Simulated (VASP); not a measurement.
Here is a VASP 6.6.1 calculation.

INCAR

```
PREC = Accurate
ENCUT = 520
EDIFF = 1E-7
ISMEAR = 0
SIGMA = 0.1
LREAL = F
LASPH = T
NELM = 80
ALGO = Normal
ISIF = 2
LWAVE = F
LCHARG = F
GGA = PE
NBANDS = 16
```

The input KPOINTS:

```
regular mesh
0
Gamma
  6 6 10
```

File POSCAR:

```
Al2Cu
1.0
    4.1051820000      0.0000000000      0.0000000000
    0.0000000000      4.1051820000      0.0000000000
    0.0000000000      0.0000000000      2.8913130000
Al Cu
2 1
Direct
    0.5000000000      0.0000000000      0.5000000000
    0.0000000000      0.5000000000      0.5000000000
    0.0000000000      0.0000000000      0.0000000000
```

Potentials or basis: VASP PAW PBE potentials, release 64 (Al, Cu).

Launch:

```bash
$ cat potpaw_PBE.64/Al/POTCAR potpaw_PBE.64/Cu/POTCAR > POTCAR
$ mpirun -np 1 vasp_std > vasp.out
```

Problem. What does it give for the pressure?

Solution. 0.8 GPa.

Stress tensor (GPa, compression positive):
```
0.10 0.00 0.00
0.00 0.10 0.00
0.00 0.00 2.24
```
